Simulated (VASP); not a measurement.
# Br (Fm-3m) in VASP: single point with PBE

Aim: the single point of Br with PBE.

All numbers are computed with VASP 6.6.1; they aren't measurements. Logs are shortened: lines on timing, memory, paths and dates and some standing lists are left out, and cuts for length are marked.

**1. The cell of the first run**

The structure is cubic, space group Fm-3m (No. 225). The conventional cell has a = 4.758 Å, b = 4.758 Å, c = 4.758 Å, α = 90.00°, β = 90.00°, γ = 90.00°. Br (site symmetry m-3m) has 12 Br at 3.36 Å within 4.4 Å.

**2. Single point, PBE**

Contents of INCAR:

```
SYSTEM = Br
  PREC = Accurate
  ENCUT = 520
  EDIFF = 1E-6
  ISMEAR = -1
  SIGMA = 0.13605693000000002
  LREAL = .False.
  LASPH = .True.
  NELM = 80
  ALGO = Normal
  ISIF = 2
  LWAVE = .False.
  LCHARG = .True.
  GGA = PE
  LELF = .True.
  LVHAR = .True.
  NBANDS = 10
```

Contents of KPOINTS:

```
regular mesh
0
Gamma
  12 12 12
  0 0 0
```

Contents of POSCAR:

```
Br
1.0
    0.0000000000      2.3788064538      2.3788064538
    2.3788064538      0.0000000000      2.3788064538
    2.3788064538      2.3788064538      0.0000000000
Br
1
Direct
    0.0000000000      0.0000000000      0.0000000000
```

Potentials or basis: VASP PAW PBE potentials, release 64 (Br).

Command:

```bash
> cat potpaw_PBE.64/Br/POTCAR > POTCAR
> mpirun -np 1 vasp_std > vasp.out
```

OUTCAR:

```text
SYSTEM = Br
   PREC = Accurate
   ENCUT = 520
   EDIFF = 1E-6
   ISMEAR = -1
   LREAL = .False.
   LASPH = .True.
   NELM = 80
   ISIF = 2
   GGA = PE

 ion  position               nearest neighbor table
   1  0.000  0.000  0.000-

  LATTYP: Found a face centered cubic cell.
 ALAT       =     4.7576129076

  Lattice vectors:

 A1 = (   0.0000000000,   2.3788064538,   2.3788064538)
 A2 = (   2.3788064538,   0.0000000000,   2.3788064538)
 A3 = (   2.3788064538,   2.3788064538,   0.0000000000)

Analysis of symmetry for initial positions (statically):
=====================================================================
 Subroutine PRICEL returns:
 Original cell was already a primitive cell.

 Routine SETGRP: Setting up the symmetry group for a
 face centered cubic supercell.

 Subroutine GETGRP returns: Found 48 space group operations
 (whereof 48 operations were pure point group operations)
 out of a pool of 48 trial point group operations.

The static configuration has the point symmetry O_h .

Analysis of symmetry for dynamics (positions and initial velocities):
=====================================================================
 Subroutine PRICEL returns:
 Original cell was already a primitive cell.

 Routine SETGRP: Setting up the symmetry group for a
 face centered cubic supercell.

 Subroutine GETGRP returns: Found 48 space group operations
 (whereof 48 operations were pure point group operations)
 out of a pool of 48 trial point group operations.

The dynamic configuration has the point symmetry O_h .

 Subroutine INISYM returns: Found 48 space group operations
 (whereof 48 operations are pure point group operations),
 and found     1 'primitive' translations

----------------------------------------------------------------------------------------

                                     Primitive cell

  volume of cell :      26.9220

  direct lattice vectors                    reciprocal lattice vectors
     0.000000000  2.378806454  2.378806454    -0.210189442  0.210189442  0.210189442
     2.378806454  0.000000000  2.378806454     0.210189442 -0.210189442  0.210189442
     2.378806454  2.378806454  0.000000000     0.210189442  0.210189442 -0.210189442

  length of vectors
     3.364140349  3.364140349  3.364140349     0.364058792  0.364058792  0.364058792

  position of ions in fractional coordinates (direct lattice)
     0.000000000  0.000000000  0.000000000

  ion indices of the primitive-cell ions
   primitive index   ion index
                 1           1

----------------------------------------------------------------------------------------

 KPOINTS: regular mesh

Automatic generation of k-mesh.
 Grid dimensions read from file:
 generate k-points for:   12   12   12

 Generating k-lattice:

  Cartesian coordinates                     Fractional coordinates (reciprocal lattice)
    -0.017515787  0.017515787  0.017515787     0.083333333  0.000000000  0.000000000
     0.017515787 -0.017515787  0.017515787     0.000000000  0.083333333  0.000000000
     0.017515787  0.017515787 -0.017515787     0.000000000  0.000000000  0.083333333

  Length of vectors
     0.030338233  0.030338233  0.030338233

  Shift w.r.t. Gamma in fractional coordinates (k-lattice)
     0.000000000  0.000000000  0.000000000

 Subroutine IBZKPT returns following result:
 ===========================================

 Found     72 irreducible k-points:

 Following reciprocal coordinates:
            Coordinates               Weight
  0.000000  0.000000  0.000000      1.000000
  0.083333  0.000000  0.000000      8.000000
  0.166667  0.000000  0.000000      8.000000
  0.250000  0.000000  0.000000      8.000000
  0.333333  0.000000  0.000000      8.000000
  0.416667  0.000000  0.000000      8.000000
[... 16 lines left out ...]
  0.500000  0.166667  0.000000     24.000000
 -0.416667  0.166667  0.000000     24.000000
 [... further k-points ...]
   k-points           NKPTS =     72   k-points in BZ     NKDIM =     72   number of bands    NBANDS=     10
   number of dos      NEDOS =    301   number of ions     NIONS =      1
   total plane-waves  NPLWV =  21952
   dimension x,y,z NGX =    28 NGY =   28 NGZ =   28
   dimension x,y,z NGXF=    56 NGYF=   56 NGZF=   56
   ions per type =               1
   NGX,Y,Z   is equivalent  to a cutoff of  13.84, 13.84, 13.84 a.u.
   NGXF,Y,Z  is equivalent  to a cutoff of  27.67, 27.67, 27.67 a.u.
 SYSTEM =  Br
   PREC   = accura    normal or accurate (medium, high low for compatibility)
   ISTART =      0    job   : 0-new  1-cont  2-samecut
   ICHARG =      2    charge: 1-file 2-atom 10-const
   ISPIN  =      1    spin polarized calculation?
   LNONCOLLINEAR =      F non collinear calculations
   LSORBIT =      F    spin-orbit coupling
   LASPH  =      T    aspherical Exc in radial PAW
   ENCUT  =  520.0 eV  38.22 Ry    6.18 a.u.   6.26  6.26  6.26*2*pi/ulx,y,z
   NELM   =     80;   NELMIN=  2; NELMDL= -5     # of ELM steps
   EDIFF  = 0.1E-05   stopping-criterion for ELM
   LREAL  =      F    real-space projection
   EDIFFG = 0.1E-04   stopping-criterion for IOM
   NSW    =      0    number of steps for IOM
   IBRION =     -1    ionic relax: 0-MD 1-quasi-New 2-CG
   NFREE  =      0    steps in history (QN), initial steepest desc. (CG)
   ISIF   =      2    stress and relaxation
   ISYM   =      2    0-nonsym 1-usesym 2-fastsym
   POTIM  = 0.5000    time-step for ionic-motion
   TEBEG  =    0.0;   TEEND  =   0.0 temperature during run
   PSTRESS=    0.0 pullay stress
   NELECT =       7.0000    total number of electrons
   NUPDOWN=      -1.0000    fix difference up-down
   EMIN   =  10.00;   EMAX   =-10.00  energy-range for DOS
   EFERMI =   0.00;   METHOD = LEGACY
   ISMEAR =    -1;   SIGMA  =   0.14  broadening in eV -4-tet -1-fermi 0-gaus
   EFERMI_NEDOS =   21; number of points for ismear=-14 and -15
   IALGO  =     38    algorithm
   IMIX   =      4    mixing-type and parameters
     AMIX     =   0.40;   BMIX     =  1.00
     AMIX_MAG =   1.60;   BMIX_MAG =  1.00
  volume/ion in A,a.u.               =      26.92       181.68
  Fermi-wavevector in a.u.,A,eV,Ry     =   1.044893  1.974561 14.854854  1.091801
  Thomas-Fermi vector in A             =   2.179665
   LORBIT       =      0    0 simple, 1 ext, 2 COOP (PROOUT), +10 PAW based schemes
   GGA     = PE    functional components
   LHFCALC =     F    Hartree Fock is set to
   AEXX    =    0.0000 exact exchange contribution
   IVDW    =     0    specifies the selected vdW correction
   LEPSILON=     F    determine dielectric tensor
   LRPA    =     F    only Hartree local field effects (RPA)
 non-spin polarized calculation
  energy-cutoff  :      520.00
  volume of cell :       26.92
 maximum number of plane-waves:       745
 NGX is ok and might be reduce to    28
   NGX = 13   NGY = 13   NGZ = 13

 number of electron       7.0000001 magnetization

 Free energy of the ion-electron system (eV)
  ---------------------------------------------------
  ext. energy  EPLUGINS =         0.00000000
  ---------------------------------------------------
  free energy    TOTEN  =        -1.03163643 eV

  energy without entropy =       -0.92707955  energy(sigma->0) =       -0.97935799

 E-fermi :   1.3196     XC(G=0):  -9.2108

 val. band max:        1.3166919604   @ k =  -0.2500   0.2500   0.0833
 cond. band min:       1.3527406215   @ k =   0.5000   0.1667   0.0833
 fundamental gap:      0.0360486611
 Fermi energy:         1.3196383690

 k-point     1 :       0.0000    0.0000    0.0000
  band No.  band energies     occupation
      1     -13.8192      2.00000
      2       2.1520      0.00440
      3       2.1520      0.00440
      4       2.1520      0.00440
      5       9.1969      0.00000
      6      13.8586      0.00000
      7      13.8586      0.00000
      8      13.8586      0.00000
      9      17.9616      0.00000
     10      17.9662      0.00000

 k-point     2 :       0.0833    0.0000    0.0000
  band No.  band energies     occupation
      1     -13.7479      2.00000
      2       1.6535      0.15829
      3       2.1050      0.00620
      4       2.1050      0.00620
      5       9.6343      0.00000
      6      13.4664      0.00000
      7      14.0163      0.00000
      8      14.0163      0.00000
      9      17.5106      0.00000
     10      17.5106      0.00000

 k-point     3 :       0.1667    0.0000    0.0000
  band No.  band energies     occupation
      1     -13.5442      2.00000
      2       0.5058      1.99496
      3       1.9818      0.01528
      4       1.9818      0.01528
      5      10.3563      0.00000
      6      13.1749      0.00000
      7      14.2974      0.00000
      8      14.2974      0.00000
      9      16.9472      0.00000
     10      16.9472      0.00000

 k-point     4 :       0.2500    0.0000    0.0000
  band No.  band energies     occupation
      1     -13.2415      2.00000
      2      -0.7969      2.00000
      3       1.8240      0.04794
      4       1.8240      0.04794
      5      10.3895      0.00000
      6      13.9770      0.00000
      7      14.1711      0.00000
      8      14.1711      0.00000
      9      17.2974      0.00000
     10      17.2974      0.00000

 k-point     5 :       0.3333    0.0000    0.0000
  band No.  band energies     occupation
      1     -12.9031      2.00000
      2      -1.9506      2.00000
      3       1.6767      0.13515
      4       1.6767      0.13515
      5      10.0482      0.00000
      6      13.7243      0.00000
      7      13.7243      0.00000
      8      15.2016      0.00000
      9      18.2143      0.00000
     10      18.5564      0.00000

 k-point     6 :       0.4167    0.0000    0.0000
  band No.  band energies     occupation
      1     -12.6257      2.00000
      2      -2.7493      2.00000
      3       1.5748      0.26581
      4       1.5748      0.26581
      5       9.7767      0.00000
      6      13.3652      0.00000
      7      13.3652      0.00000
      8      15.7771      0.00000
      9      18.7861      0.00000
     10      20.2153      0.00000
[... 183 lines left out ...]
 k-point    21 :       0.3333    0.1667    0.0000
  band No.  band energies     occupation
      1     -12.9265      2.00000
      2      -1.2156      2.00000
      3       1.1159      1.63439
      4       1.2119      1.37646
      5      10.7340      0.00000
      6      12.0896      0.00000
      7      13.7010      0.00000
      8      15.4280      0.00000
      9      17.9636      0.00000
     10      19.7345      0.00000

 k-point    22 :       0.4167    0.1667    0.0000
  band No.  band energies     occupation
      1     -12.6257      2.00000
      2      -2.0758      2.00000
      3       0.7816      1.96238
      4       1.1417      1.57439
      5      10.5006      0.00000
      6      12.2534      0.00000
      7      14.2837      0.00000
      8      14.9484      0.00000
      9      19.3135      0.00000
     10      21.0948      0.00000

 k-point    23 :       0.5000    0.1667    0.0000
  band No.  band energies     occupation
      1     -12.4189      2.00000
      2      -2.6001      2.00000
      3       0.4832      1.99573
      4       1.1762      1.48331
      5      10.4904      0.00000
      6      12.1043      0.00000
      7      14.5126      0.00000
      8      15.4723      0.00000
      9      19.6195      0.00000
     10      21.4585      0.00000

 k-point    24 :      -0.4167    0.1667    0.0000
  band No.  band energies     occupation
      1     -12.3892      2.00000
      2      -2.6625      2.00000
      3       0.2932      1.99894
      4       1.3080      1.04286
      5      10.7180      0.00000
      6      12.0506      0.00000
      7      14.2673      0.00000
      8      16.0142      0.00000
      9      19.7992      0.00000
     10      20.0391      0.00000

 [... further k-points ...]

------------------------ aborting loop because EDIFF is reached ----------------------------------------

  FORCE on cell =-STRESS in cart. coord.  units (eV):
  Direction    XX          YY          ZZ          XY          YZ          ZX
  --------------------------------------------------------------------------------------
  -------------------------------------------------------------------------------------
  Total       -0.0076196     -0.0076196     -0.0076196     -0.0000000     -0.0000000     -0.0000000
  in kB       -0.4534587     -0.4534587     -0.4534587     -0.0000000     -0.0000000     -0.0000000
  external PRESSURE =      -0.4534587 kB  Pullay stress =       0.0000000 kB

 VOLUME and BASIS-vectors are now :
 -----------------------------------------------------------------------------
  energy-cutoff  :      520.00
  volume of cell :       26.92
      direct lattice vectors                 reciprocal lattice vectors
     0.000000000  2.378806454  2.378806454    -0.210189442  0.210189442  0.210189442
     2.378806454  0.000000000  2.378806454     0.210189442 -0.210189442  0.210189442
     2.378806454  2.378806454  0.000000000     0.210189442  0.210189442 -0.210189442

 POSITION                                       TOTAL-FORCE (eV/Angst)
 -----------------------------------------------------------------------------------
      0.00000      0.00000      0.00000        -0.000000      0.000000     -0.000000
 -----------------------------------------------------------------------------------
    total drift:                                0.000000      0.000000      0.000000

  FREE ENERGIE OF THE ION-ELECTRON SYSTEM (eV)
  ---------------------------------------------------
  free  energy   TOTEN  =        -1.0316364306 eV

  energy  without entropy=       -0.9270795499  energy(sigma->0) =       -0.97935799
```

It used 29 s of CPU time on 1 thread of AMD EPYC 7R13 Processor (Zen 3), with other jobs on the host.

What came out:

- Free energy: -1.0316 eV
- Pressure: 0.0 GPa

Levels at points of the mesh, in eV from the Fermi level:
```
           k point  band 1  band 2  band 3  band 4  band 5  band 6  band 7  band 8  band 9
(0.00, 0.00, 0.00)  -15.14    0.83    0.83    0.83    7.88   12.54   12.54   12.54   16.64
(0.50, 0.00, 0.00)  -13.84   -4.36    0.22    0.22    8.36   11.92   11.92   14.52   18.04
(0.50, 0.50, 0.00)  -13.39   -3.88   -1.03   -1.03    6.72    7.91   18.31   20.19   20.91
```

Caveat: an odd number of electrons without spin polarisation forces a metal; a magnetic or distorted state may lie lower.
